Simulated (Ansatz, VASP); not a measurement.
One calculation of SnSe, two programs

The input INCAR:

```
PREC     = Accurate       # precision mode
ENCUT    = 520            # plane-wave cutoff, eV
EDIFF    = 1E-6           # SCF threshold, eV
ISMEAR   = 0              # smearing method
SIGMA    = 0.05           # smearing width, eV
LREAL    = F              # projectors in reciprocal space
LASPH    = T              # aspherical terms in the spheres
NELM     = 60             # most SCF steps
ALGO     = Normal         # electronic algorithm
ISIF     = 2              # what is computed and relaxed
LWAVE    = F              # write WAVECAR
LCHARG   = F              # write CHGCAR
NBANDS   = 17             # bands
```

Contents of KPOINTS:

```
Automatic mesh
0
Gamma
  8 8 8
```

POSCAR

```
SnSe
1.0
    0.0000000000      3.0100000000      3.1605000000
    3.0100000000      0.0000000000      3.1605000000
    3.0100000000      3.0100000000      0.0000000000
Sn Se
1 1
Direct
    0.0000000000      0.0000000000      0.0000000000
    0.5000000000      0.5000000000      0.5000000000
```

Input for Ansatz:

```yaml
crystal:
  lattice:
    - [0.0, 3.01, 3.1605]
    - [3.01, 0.0, 3.1605]
    - [3.01, 3.01, 0.0]
  atoms:
    - { symbol: Sn, position: [0.0, 0.0, 0.0] }
    - { symbol: Se, position: [0.5, 0.5, 0.5] }
basis:
  ecutwfc: 420
kpoints:
  mp_grid: { grid: [8, 8, 8] }
hamiltonian:
  xc: lda
scf:
  occupations: { method: gaussian, width: 0.05 }
output:
  forces: true
  stress: true
  eigenvalues: true
```

Change from the starting cell: strain +0.000 along x and y, +0.050 along z, atoms carried along.

Alike in both runs: task single point; functional LDA; k mesh 8 × 8 × 8; occupations gaussian, width 0.05 eV; no spin polarisation.

|  | VASP | Ansatz |
| --- | --- | --- |
| version | VASP 6.6.1 | Ansatz 0.2.0 |
| potentials or method | VASP PAW LDA potentials, release 64 (Sn_d, Se), cutoff 520 eV | scalar-relativistic, plane waves, PAW |
| valence electrons in the cell | 20 | 30 |

VASP gave:

- gap on the k mesh at the Fermi level (eV): 0.48
- least direct gap on the mesh (eV): 0.48
- pressure (GPa): -5.0
- traceless stress, the component that is largest in VASP (GPa): -2.51

Q: Estimate Ansatz's values.

A: gap on the k mesh at the Fermi level (eV): 0.47; least direct gap on the mesh (eV): 0.47; pressure (GPa): -5.0; traceless stress, the component that is largest in VASP (GPa): -2.48.

LDA's correlation is that of Perdew and Zunger in VASP and of Perdew and Wang (1992) in Ansatz. VASP's potentials hold 20 valence electrons a cell and Ansatz's 30, so a difference there can come from the potentials and not from the codes.
